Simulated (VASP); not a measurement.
Here is a VASP 6.6.1 calculation.

INCAR

```
SYSTEM = Sc3Ge
ALGO     = Fast           ! electronic algorithm
EDIFF    = 1E-6           ! SCF threshold, eV
ENCUT    = 520            ! plane-wave cutoff, eV
GGA      = PE             ! functional
ISIF     = 2              ! what is computed and relaxed
ISMEAR   = 0              ! smearing method
ISPIN    = 2              ! spin polarisation
LASPH    = .True.         ! aspherical terms in the spheres
LCHARG   = .False.        ! write CHGCAR
LMAXMIX  = 4              ! l up to which the mixer works
LORBIT   = 11             ! projections on sites
LREAL    = .False.        ! projectors in reciprocal space
LWAVE    = .False.        ! write WAVECAR
MAGMOM   = 1 1 1 0        ! initial moments
NBANDS   = 36             ! bands
NELM     = 150            ! most SCF steps
PREC     = Accurate       ! precision mode
SIGMA    = 0.1            ! smearing width, eV
```

The input KPOINTS:

```
k-points
0
Gamma
  4 4 4
  0 0 0
```

Contents of POSCAR:

```
Sc3Ge
1.0
    0.0000000000      3.4519825164      3.4519825164
    3.4519825164      0.0000000000      3.4519825164
    3.4519825164      3.4519825164      0.0000000000
Sc Ge
3 1
Direct
    0.2500000000      0.2500000000      0.2500000000
    0.7500000000      0.7500000000      0.7500000000
    0.5000000000      0.5000000000      0.5000000000
    0.0000000000      0.0000000000      0.0000000000
```

Potentials or basis: VASP PAW PBE potentials, release 64 (Sc_sv, Ge_d).

Launch:

```sh
$ cat potpaw_PBE.64/Sc_sv/POTCAR potpaw_PBE.64/Ge_d/POTCAR > POTCAR
$ mpirun -np 1 vasp_std > vasp.out
```

Problem. Estimate the site moments.

Solution. Sc +0.33, +0.62 (each value once); Ge -0.03 μB.

Problem. Estimate the net moment.

Solution. 1.84 μB per cell.

Problem. What does it give for the pressure?

Solution. 0.4 GPa.

Caveat: the k points lie up to 0.39 Å⁻¹ apart.
